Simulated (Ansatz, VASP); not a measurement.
# GaN in VASP and in Ansatz

```
Ga N
1.0
     5.56582    0.00000    0.00000
     0.00000    5.56582    0.00000
     0.00000    0.00000    3.00494
Ga N
4 4
Direct
  0.67014 0.67014 0.50000
  0.17014 0.82986 0.25000
  0.32986 0.32986 0.00000
  0.82986 0.17014 0.75000
  0.83259 0.83259 0.00000
  0.33259 0.66741 0.75000
  0.16741 0.16741 0.50000
  0.66741 0.33259 0.25000
```

Alike in both runs: functional PBE; k mesh 4 × 4 × 6; occupations gaussian, width 0.1 eV; no spin polarisation.

Ansatz relaxed the structure, and its values are those at the end. VASP's run is a single point on that final structure, the one shown.

|  | VASP | Ansatz |
| --- | --- | --- |
| version | VASP 6.6.1 | Ansatz 0.2.0 |
| potentials or method | VASP PAW PBE potentials, release 64 (Ga_d, N), cutoff 520 eV | scalar-relativistic, plane waves, PAW |
| valence electrons in the cell | 72 | 72 |

```tsv
	VASP	Ansatz	Ansatz less VASP
gap on the k mesh at the Fermi level (eV)	1.18	1.18	-0.003
least direct gap on the mesh (eV)	1.29	1.29	-0.003
pressure (GPa)	0.5	0.3	-0.26
rms of the force components (eV/Å)	0.007	0.003	-0.0034
```
